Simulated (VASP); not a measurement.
Here is a VASP 6.6.1 calculation.

INCAR

```
SYSTEM = Ba2Au3
  PREC = Accurate
  ENCUT = 600
  EDIFF = 1E-6
  ISMEAR = 0
  SIGMA = 0.1
  LREAL = .FALSE.
  LASPH = .TRUE.
  NELM = 100
  ALGO = Normal
  ISIF = 3
  LWAVE = .FALSE.
  LCHARG = .FALSE.
  GGA = PE
  IBRION = 2
  NSW = 100
  EDIFFG = -0.01
```

The input KPOINTS:

```
Automatic mesh
0
G
  6 6 6
  0 0 0
```

Contents of POSCAR:

```
Ba2Au3
1.0
    5.9169015903      0.0000000000      0.0000000000
    0.0000000000      5.9169015903      0.0000000000
    0.0000000000      0.0000000000      5.9169015903
Ba Au
2 3
Direct
    0.5000000000      0.5000000000      0.5000000000
    0.0000000000      0.0000000000      0.0000000000
    0.0000000000      0.5000000000      0.5000000000
    0.5000000000      0.0000000000      0.5000000000
    0.5000000000      0.5000000000      0.0000000000
```

Potentials or basis: VASP PAW PBE potentials, release 64 (Ba_sv, Au).

Run with:

```sh
$ cat potpaw_PBE.64/Ba_sv/POTCAR potpaw_PBE.64/Au/POTCAR > POTCAR
$ mpirun -np 1 vasp_std > vasp.out
```

Predict the relaxed volume.

42.53 Å³/atom.

What does it give for the relaxed cell?

a = 5.969 Å, b = 5.969 Å, c = 5.969 Å, α = 90.00°, β = 90.00°, γ = 90.00°.

Estimate the space group after relaxing (to 0.05 Å).

Pm-3m (No. 221).

Final structure:
```cif
data_structure
_symmetry_space_group_name_H-M 'P 1'
_symmetry_Int_Tables_number 1
_cell_length_a 5.9689
_cell_length_b 5.9689
_cell_length_c 5.9689
_cell_angle_alpha 90.000
_cell_angle_beta 90.000
_cell_angle_gamma 90.000
_cell_volume 212.66
loop_
_atom_site_label
_atom_site_type_symbol
_atom_site_fract_x
_atom_site_fract_y
_atom_site_fract_z
_atom_site_occupancy
Ba1 Ba 0.50000 0.50000 0.50000 1
Ba2 Ba 0.00000 0.00000 0.00000 1
Au1 Au 0.00000 0.50000 0.50000 1
Au2 Au 0.50000 0.00000 0.50000 1
Au3 Au 0.50000 0.50000 0.00000 1
```
